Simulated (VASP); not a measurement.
Wanted: the native input for a VASP 6.6.1 run.

- Task: single point
- Functional: RPBE
- Potentials or basis: VASP PAW PBE potentials, release 64 (C)
- Cutoff: 520 eV
- k mesh: 12 × 12 × 4
- Occupations: fermi-dirac, width 0.05 eV
- Spin: no spin polarisation
- Dipole correction: no
- Further INCAR settings: ALGO = Normal; EDIFF = 1e-06; NBANDS = 26

The structure of C lies in POSCAR:

```
C
1.0
    2.4880133891      0.0000000000      0.0000000000
   -1.2440066945      2.1546827999      0.0000000000
    0.0000000000      0.0000000000      8.1257741910
C
8
Direct
    0.6666666667      0.3333333333      0.8437500000
    0.3333333333      0.6666666667      0.3437500000
    0.6666666667      0.3333333333      0.6562500000
    0.3333333333      0.6666666667      0.1562500000
    0.0000000000      0.0000000000      0.9062500000
    0.0000000000      0.0000000000      0.4062500000
    0.0000000000      0.0000000000      0.5937500000
    0.0000000000      0.0000000000      0.0937500000
```

These files were run (other wordings do the same):

INCAR

```
SYSTEM = C
PREC = Accurate
ENCUT = 520
EDIFF = 1E-6
ISMEAR = -1
SIGMA = 0.05
LREAL = .FALSE.
LASPH = .TRUE.
NELM = 60
ALGO = Normal
ISIF = 2
LWAVE = .FALSE.
LCHARG = .TRUE.
GGA = RP
LELF = .TRUE.
LVHAR = .TRUE.
NBANDS = 26
```

KPOINTS

```
regular mesh
0
G
  12 12 4
  0 0 0
```

Potentials or basis: VASP PAW PBE potentials, release 64 (C).

Command:

```sh
$ cat potpaw_PBE.64/C/POTCAR > POTCAR
$ mpirun -np 1 vasp_std > vasp.out
```

It gave:

| Property | Result |
| --- | --- |
| Pressure | 28.9 GPa |
| Largest force | 0.353 eV/Å |
| Band gap on the k mesh | 4.50 eV (least direct gap 5.27 eV) |

Caveat: the stress differs along the axes, from 24 to 38 GPa; the PAW data sets were made with another functional, which shifts forces and pressure a little.

Run time: 50 s on 1 thread of Intel(R) Xeon(R) Platinum 8559C (Emerald Rapids) (shared host), peak memory 0.17 GiB.
